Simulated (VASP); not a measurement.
A run of VASP 6.6.1 is set up as follows.

The input INCAR:

```
ALGO = Normal
DIPOL = 0.5 0.5 0.500
EDIFF = 1E-6
ENCUT = 520
GGA = PE
IDIPOL = 3
ISIF = 2
ISMEAR = 0
LASPH = T
LCHARG = F
LDIPOL = T
LREAL = F
LWAVE = F
NBANDS = 21
NELM = 100
PREC = Accurate
SIGMA = 0.1
```

File KPOINTS:

```
k-points
0
Gamma
  12 12 1
```

File POSCAR:

```
Ge
1.0
    3.8560000000      0.0000000000      0.0000000000
   -1.9280000000      3.3393939570      0.0000000000
    0.0000000000      0.0000000000     28.0000000000
Ge
2
Direct
    0.3333333333      0.6666666667      0.5051964286
    0.6666666667      0.3333333333      0.4948035714
```

Potentials or basis: VASP PAW PBE potentials, release 64 (Ge_d).

Launch:

```sh
$ cat potpaw_PBE.64/Ge_d/POTCAR > POTCAR
$ mpirun -np 1 vasp_std > vasp.out
```

Question: Predict the band gap on the k mesh.

Answer: Zero (filled and empty bands touch).

Question: What does it give for the largest force?

Answer: 0.783 eV/Å.

Forces in eV/Å, atoms in the order of the input:
```
Ge   0.000  0.000  0.783
Ge   0.000  0.000 -0.783
```
